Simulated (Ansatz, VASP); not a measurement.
Two plane-wave programs on SnSe2

INCAR

```
  PREC = Accurate
  ENCUT = 520
  EDIFF = 1E-6
  ISMEAR = 0
  SIGMA = 0.1
  LREAL = False
  LASPH = True
  NELM = 100
  ALGO = Normal
  ISIF = 2
  LWAVE = False
  LCHARG = True
  LDIPOL = True
  IDIPOL = 3
  DIPOL = 0.5 0.5 0.500
  GGA = PE
  IVDW = 12
  LELF = True
  LVHAR = True
  LVACPOTAV = True
  NBANDS = 20
```

File KPOINTS:

```
regular mesh
0
Gamma
  6 6 1
```

POSCAR

```
SnSe2
1.0
    3.8390485975      0.0000000000      0.0000000000
   -1.9195242988      3.3247136118      0.0000000000
    0.0000000000      0.0000000000     32.3760079973
Se Sn
2 1
Direct
    0.6666666667      0.3333333333      0.4507659499
    0.3333333333      0.6666666667      0.5492340501
    0.0000000000      0.0000000000      0.5000000000
```

Input for Ansatz:

```yaml
crystal:
  lattice:
    - [3.8390485964, 0.0, 0.0]
    - [-1.9195242982, 3.3247136108, 0.0]
    - [0.0, 0.0, 32.3760079985]
  atoms:
    - { symbol: Se, position: [0.6666666667, 0.3333333333, 0.4507659499] }
    - { symbol: Sn, position: [0.0, 0.0, 0.5] }
    - { symbol: Se, position: [0.3333333333, 0.6666666667, 0.5492340501] }
  periodic: [true, true, false]
basis:
  ecutwfc: 420
kpoints:
  mp_grid: { grid: [6, 6, 1] }
hamiltonian:
  xc: pbe
  dispersion: d3bj
scf:
  occupations: { method: gaussian, width: 0.1 }
output:
  forces: true
  stress: true
  eigenvalues: true
```

Alike in both runs: task single point; functional PBE; dispersion D3(BJ); k mesh 6 × 6 × 1; occupations gaussian, width 0.1 eV; no spin polarisation.

|  | VASP | Ansatz |
| --- | --- | --- |
| version | VASP 6.6.1 | Ansatz 0.2.0 |
| potentials or method | VASP PAW PBE potentials, release 64 (Se, Sn_d), cutoff 520 eV | scalar-relativistic, plane waves, PAW |
| valence electrons in the cell | 26 | 46 |

Ansatz gave:

| Item | Value |
| --- | --- |
| gap on the k mesh at the Fermi level (eV) | 0.80 |
| least direct gap on the mesh (eV) | 1.12 |
| rms of the force components (eV/Å) | 0.004 |

Task: Estimate VASP's values.

Result: gap on the k mesh at the Fermi level (eV): 0.80; least direct gap on the mesh (eV): 1.12; rms of the force components (eV/Å): 0.011.

VASP's potentials hold 26 valence electrons a cell and Ansatz's 46, so a difference there can come from the potentials and not from the codes.
